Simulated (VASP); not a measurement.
# Mo (P6/mmm) in VASP: notebook, part 2 of 2

VASP 6.6.1. Earlier steps stand in the parts before.

## (3) Single point, PBE (strain +0.030 along x and y, -0.015 along z)

Input file INCAR:

```
SYSTEM = Mo
PREC     = Accurate       ! precision mode
ENCUT    = 520            ! plane-wave cutoff, eV
EDIFF    = 1E-7           ! SCF threshold, eV
ISMEAR   = 0              ! smearing method
SIGMA    = 0.15           ! smearing width, eV
LREAL    = .False.        ! projectors in reciprocal space
LASPH    = .True.         ! aspherical terms in the spheres
NELM     = 100            ! most SCF steps
ALGO     = Fast           ! electronic algorithm
ISIF     = 2              ! what is computed and relaxed
LWAVE    = .False.        ! write WAVECAR
LCHARG   = .False.        ! write CHGCAR
GGA      = PE             ! functional
NBANDS   = 13             ! bands
```

Input file KPOINTS:

```
regular mesh
0
Gamma
  21 21 18
  0 0 0
```

Input file POSCAR:

```
Mo
1.0
    2.8175757091      0.0000000000      0.0000000000
   -1.4087878546      2.4400921412      0.0000000000
    0.0000000000      0.0000000000      2.5168529895
Mo
1
Direct
    0.0000000000      0.0000000000      0.5000000000
```

Potentials or basis: VASP PAW PBE potentials, release 64 (Mo_sv).

Run with:

```sh
> cat potpaw_PBE.64/Mo_sv/POTCAR > POTCAR
> mpirun -np 1 vasp_std > vasp.out
```

OUTCAR:

```text
SYSTEM = Mo
   PREC = Accurate
   ENCUT = 520
   EDIFF = 1E-7
   ISMEAR = 0
   LREAL = .False.
   LASPH = .True.
   NELM = 100
   ISIF = 2
   GGA = PE

 ion  position               nearest neighbor table
   1  0.000  0.000  0.500-

  LATTYP: Found a hexagonal cell.
 ALAT       =     2.8175757091
 C/A-ratio  =     0.8932689835

  Lattice vectors:

 A1 = (   2.8175757091,   0.0000000000,   0.0000000000)
 A2 = (  -1.4087878546,   2.4400921412,   0.0000000000)
 A3 = (   0.0000000000,   0.0000000000,   2.5168529895)

Analysis of symmetry for initial positions (statically):
=====================================================================
 Subroutine PRICEL returns:
 Original cell was already a primitive cell.

 Routine SETGRP: Setting up the symmetry group for a
 hexagonal supercell.

 Subroutine GETGRP returns: Found 24 space group operations
 (whereof 24 operations were pure point group operations)
 out of a pool of 24 trial point group operations.

The static configuration has the point symmetry D_6h.

Analysis of symmetry for dynamics (positions and initial velocities):
=====================================================================
 Subroutine PRICEL returns:
 Original cell was already a primitive cell.

 Routine SETGRP: Setting up the symmetry group for a
 hexagonal supercell.

 Subroutine GETGRP returns: Found 24 space group operations
 (whereof 24 operations were pure point group operations)
 out of a pool of 24 trial point group operations.

The dynamic configuration has the point symmetry D_6h.

 Subroutine INISYM returns: Found 24 space group operations
 (whereof 24 operations are pure point group operations),
 and found     1 'primitive' translations

----------------------------------------------------------------------------------------

                                     Primitive cell

  volume of cell :      17.3037

  direct lattice vectors                    reciprocal lattice vectors
     2.817575709  0.000000000  0.000000000     0.354915042  0.204910295  0.000000000
    -1.408787855  2.440092141  0.000000000     0.000000000  0.409820590  0.000000000
     0.000000000  0.000000000  2.516852989     0.000000000  0.000000000  0.397321577

  length of vectors
     2.817575709  2.817575709  2.516852989     0.409820590  0.409820590  0.397321577

  position of ions in fractional coordinates (direct lattice)
     0.000000000  0.000000000  0.500000000

  ion indices of the primitive-cell ions
   primitive index   ion index
                 1           1

----------------------------------------------------------------------------------------

 KPOINTS: regular mesh

Automatic generation of k-mesh.
 Grid dimensions read from file:
 generate k-points for:   21   21   18

 Generating k-lattice:

  Cartesian coordinates                     Fractional coordinates (reciprocal lattice)
     0.016900716  0.009757633  0.000000000     0.047619048  0.000000000  0.000000000
     0.000000000  0.019515266  0.000000000     0.000000000  0.047619048  0.000000000
     0.000000000  0.000000000  0.022073421     0.000000000  0.000000000  0.055555556

  Length of vectors
     0.019515266  0.019515266  0.022073421

  Shift w.r.t. Gamma in fractional coordinates (k-lattice)
     0.000000000  0.000000000  0.000000000

 Subroutine IBZKPT returns following result:
 ===========================================

 Found    480 irreducible k-points:

 Following reciprocal coordinates:
            Coordinates               Weight
  0.000000  0.000000  0.000000      1.000000
  0.047619 -0.000000  0.000000      6.000000
  0.095238 -0.000000  0.000000      6.000000
  0.142857 -0.000000  0.000000      6.000000
  0.190476 -0.000000  0.000000      6.000000
  0.238095 -0.000000  0.000000      6.000000
[... 16 lines left out ...]
  0.142857  0.095238  0.000000     12.000000
  0.190476  0.095238  0.000000     12.000000
 [... further k-points ...]
   k-points           NKPTS =    480   k-points in BZ     NKDIM =    480   number of bands    NBANDS=     13
   number of dos      NEDOS =    301   number of ions     NIONS =      1
   total plane-waves  NPLWV =  11520
   dimension x,y,z NGX =    24 NGY =   24 NGZ =   20
   dimension x,y,z NGXF=    48 NGYF=   48 NGZF=   40
   ions per type =               1
   NGX,Y,Z   is equivalent  to a cutoff of  14.16, 14.16, 13.21 a.u.
   NGXF,Y,Z  is equivalent  to a cutoff of  28.32, 28.32, 26.42 a.u.
 SYSTEM =  Mo
   PREC   = accura    normal or accurate (medium, high low for compatibility)
   ISTART =      0    job   : 0-new  1-cont  2-samecut
   ICHARG =      2    charge: 1-file 2-atom 10-const
   ISPIN  =      1    spin polarized calculation?
   LNONCOLLINEAR =      F non collinear calculations
   LSORBIT =      F    spin-orbit coupling
   LASPH  =      T    aspherical Exc in radial PAW
   ENCUT  =  520.0 eV  38.22 Ry    6.18 a.u.   5.24  5.24  4.68*2*pi/ulx,y,z
   NELM   =    100;   NELMIN=  2; NELMDL= -5     # of ELM steps
   EDIFF  = 0.1E-06   stopping-criterion for ELM
   LREAL  =      F    real-space projection
   EDIFFG = 0.1E-05   stopping-criterion for IOM
   NSW    =      0    number of steps for IOM
   IBRION =     -1    ionic relax: 0-MD 1-quasi-New 2-CG
   NFREE  =      0    steps in history (QN), initial steepest desc. (CG)
   ISIF   =      2    stress and relaxation
   ISYM   =      2    0-nonsym 1-usesym 2-fastsym
   POTIM  = 0.5000    time-step for ionic-motion
   TEBEG  =    0.0;   TEEND  =   0.0 temperature during run
   PSTRESS=    0.0 pullay stress
   NELECT =      14.0000    total number of electrons
   NUPDOWN=      -1.0000    fix difference up-down
   EMIN   =  10.00;   EMAX   =-10.00  energy-range for DOS
   EFERMI =   0.00;   METHOD = LEGACY
   ISMEAR =     0;   SIGMA  =   0.15  broadening in eV -4-tet -1-fermi 0-gaus
   EFERMI_NEDOS =   21; number of points for ismear=-14 and -15
   IALGO  =     68    algorithm
   IMIX   =      4    mixing-type and parameters
     AMIX     =   0.40;   BMIX     =  1.00
     AMIX_MAG =   1.60;   BMIX_MAG =  1.00
  volume/ion in A,a.u.               =      17.30       116.77
  Fermi-wavevector in a.u.,A,eV,Ry     =   1.525472  2.882724 31.661646  2.327065
  Thomas-Fermi vector in A             =   2.633638
   LORBIT       =      0    0 simple, 1 ext, 2 COOP (PROOUT), +10 PAW based schemes
   GGA     = PE    functional components
   LHFCALC =     F    Hartree Fock is set to
   AEXX    =    0.0000 exact exchange contribution
   IVDW    =     0    specifies the selected vdW correction
   LEPSILON=     F    determine dielectric tensor
   LRPA    =     F    only Hartree local field effects (RPA)
 non-spin polarized calculation
 RMM-DIIS sequential band-by-band and
 Gauss-broadening in eV      SIGMA  =   0.15
  energy-cutoff  :      520.00
  volume of cell :       17.30
 maximum number of plane-waves:       480
 NGX is ok and might be reduce to    24
   NGX = 11   NGY = 11   NGZ =  9

 number of electron      14.0000004 magnetization

 Free energy of the ion-electron system (eV)
  ---------------------------------------------------
  ext. energy  EPLUGINS =         0.00000000
  ---------------------------------------------------
  free energy    TOTEN  =       -10.05651791 eV

  energy without entropy =      -10.04529714  energy(sigma->0) =      -10.05090752

 E-fermi :  10.8297     XC(G=0): -12.7311

 val. band max:       10.8253600053   @ k =   0.3810   0.1429   0.2778
 cond. band min:      10.8306659126   @ k =   0.1429   0.1429   0.3889
 fundamental gap:      0.0053059074
 Fermi energy:        10.8296875497

 k-point     1 :       0.0000    0.0000    0.0000
  band No.  band energies     occupation
      1     -50.1375      2.00000
      2     -23.5863      2.00000
      3     -23.5863      2.00000
      4     -23.2442      2.00000
      5       4.2882      2.00000
      6       6.7197      2.00000
      7       9.9973      2.00000
      8       9.9973      2.00000
      9      14.9396      0.00000
     10      14.9396      0.00000
     11      23.5450      0.00000
     12      27.4977      0.00000
     13      30.4326      0.00000
[... 353 lines left out ...]
 k-point    24 :       0.1905    0.0952    0.0000
  band No.  band energies     occupation
      1     -50.0571      2.00000
      2     -24.1163      2.00000
      3     -23.7362      2.00000
      4     -23.1889      2.00000
      5       6.0978      2.00000
      6       7.4306      2.00000
      7       8.7641      2.00000
      8      12.0674      0.00000
      9      13.5508      0.00000
     10      14.5928      0.00000
     11      24.5491      0.00000
     12      25.8403      0.00000
     13      29.2291      0.00000

 [... further k-points ...]
[... 5 lines left out ...]
  --------------------------------------------------------------------------------------
  -------------------------------------------------------------------------------------
  Total       -0.7037847     -0.7037847     -0.2293788      0.0000000     -0.0000000      0.0000000
  in kB      -65.1644464    -65.1644464    -21.2385170      0.0000000     -0.0000000      0.0000000
  external PRESSURE =     -50.5224699 kB  Pullay stress =       0.0000000 kB

 VOLUME and BASIS-vectors are now :
 -----------------------------------------------------------------------------
  energy-cutoff  :      520.00
  volume of cell :       17.30
      direct lattice vectors                 reciprocal lattice vectors
     2.817575709  0.000000000  0.000000000     0.354915042  0.204910295  0.000000000
    -1.408787855  2.440092141  0.000000000     0.000000000  0.409820590  0.000000000
     0.000000000  0.000000000  2.516852989     0.000000000  0.000000000  0.397321577

 POSITION                                       TOTAL-FORCE (eV/Angst)
 -----------------------------------------------------------------------------------
      0.00000      0.00000      1.25843         0.000000      0.000000      0.000000
 -----------------------------------------------------------------------------------
    total drift:                               -0.000000      0.000000      0.000000

  FREE ENERGIE OF THE ION-ELECTRON SYSTEM (eV)
  ---------------------------------------------------
  free  energy   TOTEN  =       -10.0565179052 eV

  energy  without entropy=      -10.0452971351  energy(sigma->0) =      -10.05090752
```

Wall time 2 min (1 thread of AMD EPYC 7R13 (Zen 3), shared host); peak memory 0.18 GiB.

Results:

| Property | Result |
| --- | --- |
| Free energy | -10.0565 eV |
| Pressure | -5.1 GPa |
| Band gap on the k mesh | zero (band 7 reaches 11.61 eV, above the bottom of band 8 at 10.00 eV) |

Caveat: the cell differs from its parent crystal (strain +0.030 along x and y, -0.015 along z).

## (4) Single point, PBE (strain +0.015 along x and y, +0.015 along z)

Input file INCAR:

```
ALGO = Normal ; EDIFF = 1E-6
ENCUT = 520 ; GGA = PE
ISIF = 2 ; ISMEAR = 0
LASPH = True ; LCHARG = False
LREAL = False ; LWAVE = False
NBANDS = 13 ; NELM = 80
PREC = Accurate ; SIGMA = 0.15
```

Input file KPOINTS:

```
k-points
0
Gamma
  21 21 18
```

Input file POSCAR:

```
Mo
1.0
    2.7765430532      0.0000000000      0.0000000000
   -1.3882715266      2.4045568187      0.0000000000
    0.0000000000      0.0000000000      2.5935084105
Mo
1
Direct
    0.0000000000      0.0000000000      0.5000000000
```

Run with:

```sh
> cat potpaw_PBE.64/Mo_sv/POTCAR > POTCAR
> mpirun -np 1 vasp_std > vasp.out
```

Run time: 1.7 min. Hardware: 1 thread of AMD EPYC 7R13 (Zen 3), shared host; peak memory 0.18 GiB.

Results (log left out):

```
Free energy            : -10.0524 eV
Pressure               : -5.2 GPa
Band gap on the k mesh : zero (band 7 reaches 11.80 eV, above the bottom of band 8 at 10.07 eV)
```

Stress tensor (GPa, compression positive):
```
-3.04  0.00  0.00
 0.00 -3.04  0.00
 0.00  0.00 -9.56
```

Levels at points of the mesh, in eV from the Fermi level:
```tsv
k point	band 3	band 4	band 5	band 6	band 7	band 8	band 9	band 10	band 11	band 12
(0.00, 0.00, 0.00)	-34.41	-34.36	-6.63	-4.09	-0.83	-0.83	3.85	3.85	12.97	15.41
(0.00, 0.00, 0.50)	-34.27	-34.27	-3.63	-0.07	-0.07	-0.01	0.77	0.77	9.46	16.00
```

Caveat: the cell differs from its parent crystal (strain +0.015 along x and y, +0.015 along z).

## (5) Single point, PBE (strain +0.030 along x and y, +0.000 along z)

Input file INCAR:

```
SYSTEM = Mo
ALGO     = Fast           ! electronic algorithm
EDIFF    = 1E-6           ! SCF threshold, eV
ENCUT    = 520            ! plane-wave cutoff, eV
GGA      = PE             ! functional
ISIF     = 2              ! what is computed and relaxed
ISMEAR   = 0              ! smearing method
LASPH    = .True.         ! aspherical terms in the spheres
LCHARG   = .False.        ! write CHGCAR
LREAL    = .False.        ! projectors in reciprocal space
LWAVE    = .False.        ! write WAVECAR
NBANDS   = 13             ! bands
NELM     = 100            ! most SCF steps
PREC     = Accurate       ! precision mode
SIGMA    = 0.15           ! smearing width, eV
```

Input file KPOINTS:

```
k-points
0
Gamma
  21 21 18
  0 0 0
```

Input file POSCAR:

```
Mo
1.0
    2.8175757091      0.0000000000      0.0000000000
   -1.4087878546      2.4400921412      0.0000000000
    0.0000000000      0.0000000000      2.5551807000
Mo
1
Direct
    0.0000000000      0.0000000000      0.5000000000
```

Potentials or basis: VASP PAW PBE potentials, release 64 (Mo_sv).

Run with:

```sh
> cat potpaw_PBE.64/Mo_sv/POTCAR > POTCAR
> mpirun -np 1 vasp_std > vasp.out
```

OUTCAR:

```text
SYSTEM = Mo
   EDIFF = 1E-6
   ENCUT = 520
   GGA = PE
   ISIF = 2
   ISMEAR = 0
   LASPH = .True.
   LREAL = .False.
   NELM = 100
   PREC = Accurate

 ion  position               nearest neighbor table
   1  0.000  0.000  0.500-

  LATTYP: Found a hexagonal cell.
 ALAT       =     2.8175757091
 C/A-ratio  =     0.9068720644

  Lattice vectors:

 A1 = (   2.8175757091,   0.0000000000,   0.0000000000)
 A2 = (  -1.4087878546,   2.4400921412,   0.0000000000)
 A3 = (   0.0000000000,   0.0000000000,   2.5551807000)

Analysis of symmetry for initial positions (statically):
=====================================================================
 Subroutine PRICEL returns:
 Original cell was already a primitive cell.

 Routine SETGRP: Setting up the symmetry group for a
 hexagonal supercell.

 Subroutine GETGRP returns: Found 24 space group operations
 (whereof 24 operations were pure point group operations)
 out of a pool of 24 trial point group operations.

The static configuration has the point symmetry D_6h.

Analysis of symmetry for dynamics (positions and initial velocities):
[... 161 lines left out ...]
 val. band max:       10.6417584629   @ k =   0.3333   0.3333   0.3333
 cond. band min:      10.6474708102   @ k =   0.1905   0.1905   0.3333
 fundamental gap:      0.0057123473
 Fermi energy:        10.6438352947

 k-point     1 :       0.0000    0.0000    0.0000
  band No.  band energies     occupation
      1     -50.3489      2.00000
      2     -23.7996      2.00000
      3     -23.7996      2.00000
      4     -23.5734      2.00000
      5       4.1190      2.00000
      6       6.6125      2.00000
      7       9.8329      2.00000
      8       9.8329      2.00000
      9      14.5699      0.00000
     10      14.5699      0.00000
     11      23.4325      0.00000
     12      26.7448      0.00000
     13      30.2278      0.00000
[... 354 lines left out ...]
  band No.  band energies     occupation
      1     -50.2689      2.00000
      2     -24.3262      2.00000
      3     -23.9486      2.00000
      4     -23.5172      2.00000
      5       5.9222      2.00000
      6       7.3397      2.00000
      7       8.6158      2.00000
      8      11.8957      0.00000
      9      13.1403      0.00000
     10      14.2145      0.00000
     11      24.2710      0.00000
     12      25.5910      0.00000
     13      29.0377      0.00000

 [... further k-points ...]
[... 5 lines left out ...]
  --------------------------------------------------------------------------------------
  -------------------------------------------------------------------------------------
  Total       -0.8827899     -0.8827899     -0.8384975      0.0000000     -0.0000000      0.0000000
  in kB      -80.5127204    -80.5127204    -76.4731363      0.0000000     -0.0000000      0.0000000
  external PRESSURE =     -79.1661923 kB  Pullay stress =       0.0000000 kB

 VOLUME and BASIS-vectors are now :
 -----------------------------------------------------------------------------
  energy-cutoff  :      520.00
  volume of cell :       17.57
      direct lattice vectors                 reciprocal lattice vectors
     2.817575709  0.000000000  0.000000000     0.354915042  0.204910295  0.000000000
    -1.408787855  2.440092141  0.000000000     0.000000000  0.409820590  0.000000000
     0.000000000  0.000000000  2.555180700     0.000000000  0.000000000  0.391361754

 POSITION                                       TOTAL-FORCE (eV/Angst)
 -----------------------------------------------------------------------------------
      0.00000      0.00000      1.27759         0.000000      0.000000      0.000000
 -----------------------------------------------------------------------------------
    total drift:                                0.000000     -0.000000      0.000000

  FREE ENERGIE OF THE ION-ELECTRON SYSTEM (eV)
  ---------------------------------------------------
  free  energy   TOTEN  =       -10.0483919693 eV

  energy  without entropy=      -10.0365854526  energy(sigma->0) =      -10.04248871
```

stdout:

```text
POSCAR found type information on POSCAR Mo
 POSCAR found :  1 types and       1 ions
 scaLAPACK will be used
 LDA part: xc-table for (Slater+PW92), standard interpolation
 POSCAR, INCAR and KPOINTS ok, starting setup
 FFT: planning ... GRIDC
 FFT: planning ... GRID_SOFT
 FFT: planning ... GRID
 WAVECAR not read
 entering main loop
```

Wall time 2 min (1 thread of AMD EPYC 7R13 (Zen 3), shared host); peak memory 0.18 GiB.

Results:

```yaml
Free_energy: -10.0484 eV
Pressure: -7.9 GPa
Band_gap_on_the_k_mesh: zero (band 7 reaches 11.42 eV, above the bottom of band 8 at 9.83 eV)
```

Levels at points of the mesh, in eV from the Fermi level:
| k point | band 3 | band 4 | band 5 | band 6 | band 7 | band 8 | band 9 | band 10 | band 11 | band 12 |
| --- | --- | --- | --- | --- | --- | --- | --- | --- | --- | --- |
| (0.00, 0.00, 0.00) | -34.44 | -34.22 | -6.52 | -4.03 | -0.81 | -0.81 | 3.93 | 3.93 | 12.79 | 16.10 |
| (0.00, 0.00, 0.50) | -34.28 | -34.28 | -3.35 | 0.05 | 0.05 | 0.26 | 0.51 | 0.51 | 9.96 | 16.09 |

Caveat: the cell differs from its parent crystal (strain +0.030 along x and y, +0.000 along z).

## (6) Summary

| cell | gap on the mesh (eV) | pressure (GPa) |
| --- | --- | --- |
| a = 2.777, b = 2.777, c = 2.555 Å, angles 90.0, 90.0, 120.0°, 1 atom | none | -2.5 |
| a = 2.818, b = 2.818, c = 2.517 Å, angles 90.0, 90.0, 120.0°, 1 atom | none | -5.1 |
| a = 2.777, b = 2.777, c = 2.594 Å, angles 90.0, 90.0, 120.0°, 1 atom | none | -5.2 |
| a = 2.818, b = 2.818, c = 2.555 Å, angles 90.0, 90.0, 120.0°, 1 atom | none | -7.9 |

Alike in all rows: task single point; level PBE; potentials or basis VASP PAW PBE potentials, release 64 (Mo_sv); no spin polarisation; k mesh 21 × 21 × 18; cutoff (eV) 520; smearing gaussian 0.15 eV.

Total energies depend on the potentials used, so only differences within one code and one set of settings carry meaning.
